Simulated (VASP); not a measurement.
Here is a VASP 6.6.1 calculation.

Contents of POSCAR:

```
Al2Cu
1.0
    4.1051820000      0.0000000000      0.0000000000
    0.0000000000      4.1051820000      0.0000000000
    0.0000000000      0.0000000000      2.8913130000
Cu Al
1 2
Direct
    0.0000000000      0.0000000000      0.0000000000
    0.0000000000      0.5000000000      0.5000000000
    0.5000000000      0.0000000000      0.5000000000
```

The input INCAR.step1:

```
SYSTEM = Al2Cu
  PREC = Accurate
  ENCUT = 520
  ISMEAR = -1
  SIGMA = 0.05
  LREAL = .False.
  LASPH = .True.
  NELM = 80
  NBANDS = 16
  GGA = PE
  ALGO = Normal
  EDIFF = 1E-4
  LWAVE = .True.
  LCHARG = .False.
```

Contents of INCAR.step2:

```
SYSTEM = Al2Cu
  PREC = Accurate
  ENCUT = 520
  EDIFF = 1E-6
  ISMEAR = -1
  SIGMA = 0.05
  LREAL = .False.
  LASPH = .True.
  NELM = 80
  ALGO = Normal
  ISIF = 2
  LWAVE = .False.
  LCHARG = .False.
  METAGGA = R2SCAN
  LMIXTAU = .True.
  NBANDS = 16
  ISTART = 1
```

KPOINTS

```
regular mesh
0
Gamma
  4 4 5
  0 0 0
```

Potentials or basis: VASP PAW PBE potentials, release 64 (Cu, Al).

Command:

```console
$ cat potpaw_PBE.64/Cu/POTCAR potpaw_PBE.64/Al/POTCAR > POTCAR
$ cp INCAR.step1 INCAR
$ mpirun -np 1 vasp_std > vasp.out
$ cp INCAR.step2 INCAR
$ mpirun -np 1 vasp_std > vasp.out
```

(1) Predict the pressure.

## Answers

(1) -2.3 GPa.

Caveat: the k points lie up to 0.43 Å⁻¹ apart; the PAW data sets were made with another functional, which shifts forces and pressure a little.
